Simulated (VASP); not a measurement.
Write the native input for VASP 6.6.1 that does the following.

```yaml
Task: single point
Functional: PBE
Potentials_or_basis: VASP PAW PBE potentials, release 64 (Cu, O)
Cutoff: 520 eV
k_mesh: 9 × 9 × 5
Occupations: fermi-dirac, width 0.05 eV
Spin: no spin polarisation
Dipole_correction: no
Further_INCAR_settings: ALGO = Normal; EDIFF = 1e-06; NBANDS = 25
```

The structure of CuO lies in POSCAR:

```
CuO
1.0
    2.8985710625      0.0000000000      0.0000000000
    0.0393315255      2.8983481113      0.0000000000
    0.0176112532      0.0173591088      5.2106205905
Cu O
2 2
Direct
    0.0000000000      0.5000000000      0.0000000000
    0.5000000000      0.0000000000      0.5000000000
    0.9984239700      0.0016717800      0.7498871000
    0.0015760300      0.9983282200      0.2501129000
```

This cell differs from its parent crystal: volume scaled by 1.02.

The input as run:

INCAR

```
SYSTEM = CuO
PREC = Accurate
ENCUT = 520
EDIFF = 1E-6
ISMEAR = -1
SIGMA = 0.05
LREAL = .FALSE.
LASPH = .TRUE.
NELM = 100
ALGO = Normal
ISIF = 2
LWAVE = .FALSE.
LCHARG = .TRUE.
GGA = PE
LELF = .TRUE.
LVHAR = .TRUE.
NBANDS = 25
```

KPOINTS

```
regular mesh
0
G
  9 9 5
  0 0 0
```

Potentials or basis: VASP PAW PBE potentials, release 64 (Cu, O).

Launch:

```bash
$ cat potpaw_PBE.64/Cu/POTCAR potpaw_PBE.64/O/POTCAR > POTCAR
$ mpirun -np 1 vasp_std > vasp.out
```

It gave:

- Pressure: 3.1 GPa
- Largest force: 0.013 eV/Å
- Band gap on the k mesh: zero (band 17 reaches 5.66 eV, above the bottom of band 18 at 4.74 eV)

Caveat: semilocal functionals often make such compounds metallic where correlation or magnetic order opens a gap, which also shifts bond lengths.

Wall time 76 s on 1 thread of Intel(R) Xeon(R) 6975P-C (Granite Rapids), on a shared host, peak memory 0.29 GiB.
